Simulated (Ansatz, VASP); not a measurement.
# Two plane-wave programs on Si3Ge

```xyz
4
Lattice="3.9194 0.0000 0.0000 0.0000 3.9194 0.0000 0.0000 0.0000 5.4877" Properties=species:S:1:pos:R:3 pbc="T T T"
Si    1.9597    1.9597    2.7439
Si    1.9597    0.0000    4.0819
Si    0.0000    1.9597    1.4058
Ge    0.0000    0.0000    0.0000
```

Alike in both runs: task relaxation of cell and atoms; functional PBE; k mesh 10 × 10 × 8; occupations gaussian, width 0.02 eV; no spin polarisation.

```csv
,VASP,Ansatz
version,VASP 6.6.1,Ansatz 0.2.0
potentials or method,"VASP PAW PBE potentials, release 64 (Si, Ge_d), cutoff 600 eV","scalar-relativistic, plane waves, PAW"
valence electrons in the cell,26,26
```

```tsv
	VASP	Ansatz	Ansatz less VASP
gap on the k mesh at the Fermi level, each at its own relaxed structure (eV)	0.38	0.38	+0.001
relaxed volume (Å³/atom)	21.14	21.16	+0.020
relaxed length of the cell vector where the two differ most in proportion (Å)	3.910	3.912	+0.0017
```
